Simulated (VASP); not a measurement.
# Te2Mo in VASP: single point with r2SCAN

Aim: the single point of Te2Mo with r2SCAN.

Everything below comes from runs of VASP 6.6.1. Logs are shortened: lines on timing, memory, paths and dates and some standing lists are left out, and cuts for length are marked.

### Step 1. The cell of the first run

The cell holds a slab with vacuum, 3 atoms: a = 3.560 Å, b = 3.560 Å, c = 17.524 Å, α = 90.00°, β = 90.00°, γ = 120.00°.

### Step 2. Single point, r2SCAN

The input, POSCAR:

```
Te2Mo
1.0
    3.5602328100      0.0000000000      0.0000000000
   -1.7801164100      3.0832520600      0.0000000000
    0.0000000000      0.0000000000     17.5240578200
Te Mo
2 1
Direct
    0.3333333300      0.6666666700      0.8978554500
    0.3333333300      0.6666666700      0.1021445500
    0.0000000000      0.0000000000      0.0000000000
```

The input, INCAR.step1:

```
  PREC = Accurate
  ENCUT = 520
  ISMEAR = 0
  SIGMA = 0.1
  LREAL = F
  LASPH = T
  NELM = 100
  NBANDS = 20
  GGA = PE
  ALGO = Normal
  EDIFF = 1E-4
  LWAVE = T
  LCHARG = F
```

The input, INCAR.step2:

```
  PREC = Accurate
  ENCUT = 520
  EDIFF = 1E-7
  ISMEAR = 0
  SIGMA = 0.1
  LREAL = F
  LASPH = T
  NELM = 100
  ALGO = Normal
  ISIF = 2
  LWAVE = F
  LCHARG = F
  METAGGA = R2SCAN
  LMIXTAU = T
  NBANDS = 20
  ISTART = 1
```

The input, KPOINTS:

```
regular mesh
0
Gamma
  7 7 2
```

Potentials or basis: VASP PAW PBE potentials, release 64 (Te, Mo_sv).

The run is started by

```sh
$ cat potpaw_PBE.64/Te/POTCAR potpaw_PBE.64/Mo_sv/POTCAR > POTCAR
$ cp INCAR.step1 INCAR
$ mpirun -np 1 vasp_std > vasp.out
$ cp INCAR.step2 INCAR
$ mpirun -np 1 vasp_std > vasp.out
```

OUTCAR:

```text
PREC = Accurate
   ENCUT = 520
   EDIFF = 1E-7
   ISMEAR = 0
   LREAL = F
   LASPH = T
   NELM = 100
   ISIF = 2
   METAGGA = R2SCAN
   ISTART = 1

 ion  position               nearest neighbor table
   1  0.333  0.667  0.898-   3 2.73   3 2.73   3 2.73   2 3.58
   2  0.333  0.667  0.102-   3 2.73   3 2.73   3 2.73   1 3.58
   3  0.000  0.000  0.000-   1 2.73   2 2.73   1 2.73   2 2.73   1 2.73   2 2.73

  LATTYP: Found a hexagonal cell.
 ALAT       =     3.5602328100
 C/A-ratio  =     4.9221662614

  Lattice vectors:

 A1 = (   3.5602328100,   0.0000000000,   0.0000000000)
 A2 = (  -1.7801164100,   3.0832520600,   0.0000000000)
 A3 = (   0.0000000000,   0.0000000000,  17.5240578200)

Analysis of symmetry for initial positions (statically):
=====================================================================
 Subroutine PRICEL returns:
 Original cell was already a primitive cell.

 Routine SETGRP: Setting up the symmetry group for a
 hexagonal supercell.

 Subroutine GETGRP returns: Found 12 space group operations
 (whereof 12 operations were pure point group operations)
 out of a pool of 24 trial point group operations.

The static configuration has the point symmetry D_3h.

Analysis of symmetry for dynamics (positions and initial velocities):
=====================================================================
 Subroutine PRICEL returns:
 Original cell was already a primitive cell.

 Routine SETGRP: Setting up the symmetry group for a
 hexagonal supercell.

 Subroutine GETGRP returns: Found 12 space group operations
 (whereof 12 operations were pure point group operations)
 out of a pool of 24 trial point group operations.

The dynamic configuration has the point symmetry D_3h.

 Subroutine INISYM returns: Found 12 space group operations
 (whereof 12 operations are pure point group operations),
 and found     1 'primitive' translations

----------------------------------------------------------------------------------------

                                     Primitive cell

  volume of cell :     192.3633

  direct lattice vectors                    reciprocal lattice vectors
     3.560232810  0.000000000  0.000000000     0.280880508  0.162166437  0.000000000
    -1.780116410  3.083252060  0.000000000     0.000000000  0.324332873  0.000000000
     0.000000000  0.000000000 17.524057820     0.000000000  0.000000000  0.057064409

  length of vectors
     3.560232810  3.560232815 17.524057820     0.324332874  0.324332873  0.057064409

  position of ions in fractional coordinates (direct lattice)
     0.333333330  0.666666670  0.897855450
     0.333333330  0.666666670  0.102144550
     0.000000000  0.000000000  0.000000000

  ion indices of the primitive-cell ions
   primitive index   ion index
                 1           1
                 2           2
                 3           3

----------------------------------------------------------------------------------------

 KPOINTS: regular mesh

Automatic generation of k-mesh.
 Grid dimensions read from file:
 generate k-points for:    7    7    2

 Generating k-lattice:

  Cartesian coordinates                     Fractional coordinates (reciprocal lattice)
     0.040125787  0.023166634  0.000000000     0.142857143  0.000000000  0.000000000
     0.000000000  0.046333268  0.000000000     0.000000000  0.142857143  0.000000000
     0.000000000  0.000000000  0.028532204     0.000000000  0.000000000  0.500000000

  Length of vectors
     0.046333268  0.046333268  0.028532204

  Shift w.r.t. Gamma in fractional coordinates (k-lattice)
     0.000000000  0.000000000  0.000000000

 Subroutine IBZKPT returns following result:
 ===========================================

 Found     16 irreducible k-points:

 Following reciprocal coordinates:
            Coordinates               Weight
  0.000000  0.000000  0.000000      1.000000
  0.142857  0.000000  0.000000      6.000000
  0.285714  0.000000  0.000000      6.000000
  0.428571  0.000000  0.000000      6.000000
  0.142857  0.142857  0.000000      6.000000
  0.285714  0.142857  0.000000     12.000000
[... 8 lines left out ...]
  0.428571  0.142857  0.500000      6.000000
  0.285714  0.285714  0.500000      6.000000
   k-points           NKPTS =     16   k-points in BZ     NKDIM =     16   number of bands    NBANDS=     20
   number of dos      NEDOS =    301   number of ions     NIONS =      3
   total plane-waves  NPLWV = 109760
   dimension x,y,z NGX =    28 NGY =   28 NGZ =  140
   dimension x,y,z NGXF=    56 NGYF=   56 NGZF=  280
   ions per type =               2   1
   NGX,Y,Z   is equivalent  to a cutoff of  13.07, 13.07, 13.28 a.u.
   NGXF,Y,Z  is equivalent  to a cutoff of  26.15, 26.15, 26.56 a.u.
 SYSTEM =  unknown system
   PREC   = accura    normal or accurate (medium, high low for compatibility)
   ISTART =      1    job   : 0-new  1-cont  2-samecut
   ICHARG =      0    charge: 1-file 2-atom 10-const
   ISPIN  =      1    spin polarized calculation?
   LNONCOLLINEAR =      F non collinear calculations
   LSORBIT =      F    spin-orbit coupling
   LASPH  =      T    aspherical Exc in radial PAW
   ENCUT  =  520.0 eV  38.22 Ry    6.18 a.u.   6.62  6.62 32.58*2*pi/ulx,y,z
   NELM   =    100;   NELMIN=  2; NELMDL=  0     # of ELM steps
   EDIFF  = 0.1E-06   stopping-criterion for ELM
   LREAL  =      F    real-space projection
   EDIFFG = 0.1E-05   stopping-criterion for IOM
   NSW    =      0    number of steps for IOM
   IBRION =     -1    ionic relax: 0-MD 1-quasi-New 2-CG
   NFREE  =      0    steps in history (QN), initial steepest desc. (CG)
   ISIF   =      2    stress and relaxation
   ISYM   =      2    0-nonsym 1-usesym 2-fastsym
   POTIM  = 0.5000    time-step for ionic-motion
   TEBEG  =    0.0;   TEEND  =   0.0 temperature during run
   PSTRESS=    0.0 pullay stress
   NELECT =      26.0000    total number of electrons
   NUPDOWN=      -1.0000    fix difference up-down
   EMIN   =  10.00;   EMAX   =-10.00  energy-range for DOS
   EFERMI =   0.00;   METHOD = LEGACY
   ISMEAR =     0;   SIGMA  =   0.10  broadening in eV -4-tet -1-fermi 0-gaus
   EFERMI_NEDOS =   21; number of points for ismear=-14 and -15
   IALGO  =     38    algorithm
   IMIX   =      4    mixing-type and parameters
     AMIX     =   0.40;   BMIX     =  1.00
     AMIX_MAG =   1.60;   BMIX_MAG =  1.00
  volume/ion in A,a.u.               =      64.12       432.71
  Fermi-wavevector in a.u.,A,eV,Ry     =   0.840153  1.587660  9.603777  0.705858
  Thomas-Fermi vector in A             =   1.954489
   LORBIT       =      0    0 simple, 1 ext, 2 COOP (PROOUT), +10 PAW based schemes
   METAGGA = R2SCAN    functional components
   LHFCALC =     F    Hartree Fock is set to
   AEXX    =    0.0000 exact exchange contribution
   IVDW    =     0    specifies the selected vdW correction
   LEPSILON=     F    determine dielectric tensor
   LRPA    =     F    only Hartree local field effects (RPA)
 non-spin polarized calculation
 Gauss-broadening in eV      SIGMA  =   0.10
  energy-cutoff  :      520.00
  volume of cell :      192.36
 maximum number of plane-waves:      5262
 NGX is ok and might be reduce to    28
   NGX = 13   NGY = 13   NGZ = 65

 number of electron      26.0000000 magnetization

 Free energy of the ion-electron system (eV)
  ---------------------------------------------------
  ext. energy  EPLUGINS =         0.00000000
  ---------------------------------------------------
  free energy    TOTEN  =       -77.77081856 eV

  energy without entropy =      -77.77081856  energy(sigma->0) =      -77.77081856

 E-fermi :   0.4573     XC(G=0):  -4.7882

 val. band max:       -0.1753548273   @ k =   0.2857   0.2857   0.0000
 cond. band min:       1.2964272541   @ k =   0.2857   0.2857   0.0000
 fundamental gap:      1.4717820814
 Fermi energy:         0.4572978370

 k-point     1 :       0.0000    0.0000    0.0000
  band No.  band energies     occupation
      1     -62.6563      2.00000
      2     -36.0756      2.00000
      3     -35.9865      2.00000
      4     -35.9865      2.00000
      5     -13.1239      2.00000
      6     -12.0644      2.00000
[... 12 lines left out ...]
     19       5.2499      0.00000
     20       5.9522      0.00000

 k-point     2 :       0.1429    0.0000    0.0000
  band No.  band energies     occupation
      1     -62.6545      2.00000
      2     -36.0702      2.00000
      3     -36.0103      2.00000
      4     -35.9920      2.00000
      5     -12.8385      2.00000
      6     -11.8706      2.00000
[... 12 lines left out ...]
     19       5.5816      0.00000
     20       6.3276      0.00000

 k-point     3 :       0.2857    0.0000    0.0000
  band No.  band energies     occupation
      1     -62.6505      2.00000
      2     -36.0635      2.00000
      3     -36.0580      2.00000
      4     -36.0044      2.00000
      5     -12.0763      2.00000
      6     -11.3593      2.00000
[... 12 lines left out ...]
     19       6.4446      0.00000
     20       6.7591      0.00000

 k-point     4 :       0.4286    0.0000    0.0000
  band No.  band energies     occupation
      1     -62.6473      2.00000
      2     -36.1056      2.00000
      3     -36.0482      2.00000
      4     -36.0144      2.00000
      5     -11.2451      2.00000
      6     -10.8271      2.00000
[... 12 lines left out ...]
     19       6.4172      0.00000
     20       6.9095      0.00000

 k-point     5 :       0.1429    0.1429    0.0000
  band No.  band energies     occupation
      1     -62.6516      2.00000
      2     -36.0614      2.00000
      3     -36.0455      2.00000
      4     -36.0043      2.00000
      5     -12.3115      2.00000
      6     -11.5148      2.00000
[... 12 lines left out ...]
     19       6.2144      0.00000
     20       6.9180      0.00000

 k-point     6 :       0.2857    0.1429    0.0000
  band No.  band energies     occupation
      1     -62.6480      2.00000
      2     -36.0864      2.00000
      3     -36.0504      2.00000
      4     -36.0221      2.00000
      5     -11.4780      2.00000
      6     -10.9645      2.00000
[... 12 lines left out ...]
     19       6.8133      0.00000
     20       7.1181      0.00000

 k-point     7 :       0.4286    0.1429    0.0000
  band No.  band energies     occupation
      1     -62.6464      2.00000
      2     -36.1043      2.00000
      3     -36.0455      2.00000
      4     -36.0303      2.00000
      5     -10.9907      2.00000
      6     -10.6575      2.00000
[... 12 lines left out ...]
     19       7.3513      0.00000
     20       7.7458      0.00000
[... 93 lines left out ...]
 k-point    12 :       0.4286    0.0000    0.5000
  band No.  band energies     occupation
      1     -62.6473      2.00000
      2     -36.1056      2.00000
      3     -36.0482      2.00000
      4     -36.0144      2.00000
      5     -11.2451      2.00000
      6     -10.8271      2.00000
[... 12 lines left out ...]
     19       6.4156      0.00000
     20       6.9280      0.00000

 k-point    13 :       0.1429    0.1429    0.5000
  band No.  band energies     occupation
      1     -62.6516      2.00000
      2     -36.0614      2.00000
      3     -36.0455      2.00000
      4     -36.0043      2.00000
      5     -12.3115      2.00000
      6     -11.5148      2.00000
[... 12 lines left out ...]
     19       5.8869      0.00000
     20       7.3172      0.00000

 k-point    14 :       0.2857    0.1429    0.5000
  band No.  band energies     occupation
      1     -62.6480      2.00000
      2     -36.0864      2.00000
      3     -36.0504      2.00000
      4     -36.0221      2.00000
      5     -11.4780      2.00000
      6     -10.9645      2.00000
[... 12 lines left out ...]
     19       6.9066      0.00000
     20       6.9718      0.00000

 k-point    15 :       0.4286    0.1429    0.5000
  band No.  band energies     occupation
      1     -62.6464      2.00000
      2     -36.1043      2.00000
      3     -36.0455      2.00000
      4     -36.0303      2.00000
      5     -10.9907      2.00000
      6     -10.6575      2.00000
[... 12 lines left out ...]
     19       7.3459      0.00000
     20       7.7470      0.00000

 k-point    16 :       0.2857    0.2857    0.5000
  band No.  band energies     occupation
      1     -62.6460      2.00000
      2     -36.0888      2.00000
      3     -36.0524      2.00000
      4     -36.0443      2.00000
      5     -10.8997      2.00000
      6     -10.5837      2.00000
[... 12 lines left out ...]
     19       6.1254      0.00000
     20       7.6609      0.00000

------------------------ aborting loop because EDIFF is reached ----------------------------------------

  FORCE on cell =-STRESS in cart. coord.  units (eV):
  Direction    XX          YY          ZZ          XY          YZ          ZX
  --------------------------------------------------------------------------------------
  -------------------------------------------------------------------------------------
  Total        0.0591885      0.0591885      0.0543347     -0.0000000     -0.0000000     -0.0000000
  in kB        0.4929760      0.4929760      0.4525490     -0.0000000     -0.0000000     -0.0000000
  external PRESSURE =       0.4795004 kB  Pullay stress =       0.0000000 kB

 VOLUME and BASIS-vectors are now :
 -----------------------------------------------------------------------------
  energy-cutoff  :      520.00
  volume of cell :      192.36
      direct lattice vectors                 reciprocal lattice vectors
     3.560232810  0.000000000  0.000000000     0.280880508  0.162166437  0.000000000
    -1.780116410  3.083252060  0.000000000     0.000000000  0.324332873  0.000000000
     0.000000000  0.000000000 17.524057820     0.000000000  0.000000000  0.057064409

 POSITION                                       TOTAL-FORCE (eV/Angst)
 -----------------------------------------------------------------------------------
     -0.00000      2.05550     15.73407        -0.000000      0.000000     -0.018528
     -0.00000      2.05550      1.78999        -0.000000      0.000000      0.018528
      0.00000      0.00000      0.00000         0.000000      0.000000      0.000000
 -----------------------------------------------------------------------------------
    total drift:                                0.000009     -0.000005     -0.000000

  FREE ENERGIE OF THE ION-ELECTRON SYSTEM (eV)
  ---------------------------------------------------
  free  energy   TOTEN  =       -77.7708185624 eV

  energy  without entropy=      -77.7708185624  energy(sigma->0) =      -77.77081856
```

Wall time 11 min (1 thread of AMD EPYC 7R13, shared host); peak memory 0.36 GiB.

Results:

```
Free energy            : -77.7708 eV
Largest force          : 0.019 eV/Å
Band gap on the k mesh : 1.47 eV, direct
```

Forces in eV/Å, atoms in the order of the input:
```
Te   0.000  0.000 -0.019
Te   0.000  0.000  0.019
Mo   0.000  0.000  0.000
```

Levels at points of the mesh, in eV from the valence-band top:
```tsv
k point	band 10	band 11	band 12	band 13	band 14	band 15	band 16	band 17
(0.00, 0.00, 0.00)	-1.60	-0.86	-0.86	-0.25	3.33	3.33	3.64	3.64
(0.00, 0.00, 0.50)	-1.60	-0.86	-0.86	-0.25	3.33	3.33	3.64	3.64
```

Caveat: the PAW data sets were made with another functional, which shifts forces and pressure a little; spin-orbit coupling is left out, which moves the levels of the heavy elements.
